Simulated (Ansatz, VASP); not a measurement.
# BaS in VASP and in Ansatz

```
Ba S
1.0
     0.00000    3.25639    3.25639
     3.25639    0.00000    3.25639
     3.25639    3.25639    0.00000
Ba S
1 1
Direct
  0.00000 0.00000 0.00000
  0.50000 0.50000 0.50000
```

Alike in both runs: task single point; functional LDA; k mesh 7 × 7 × 7; occupations fermi-dirac, width 0.05 eV; no spin polarisation.

```csv
,VASP,Ansatz
version,VASP 6.6.1,Ansatz 0.2.0
potentials or method,"VASP PAW LDA potentials, release 64 (Ba_sv, S)",Ansatz PAW
plane-wave cutoff (eV),520,420
valence electrons in the cell,16,16
```

|  | VASP | Ansatz | Ansatz less VASP |
| --- | --- | --- | --- |
| gap on the k mesh at the Fermi level (eV) | 2.05 | 2.14 | +0.091 |
| least direct gap on the mesh (eV) | 2.23 | 2.29 | +0.064 |
| pressure (GPa) | -4.0 | -4.5 | -0.50 |

LDA's correlation is that of Perdew and Zunger in VASP and of Perdew and Wang (1992) in Ansatz.

Spin-orbit coupling is off throughout. Noted on Ansatz's run: odd divisions of the mesh miss points on the zone boundary, where band edges often lie, so the gap on the mesh can be too wide.
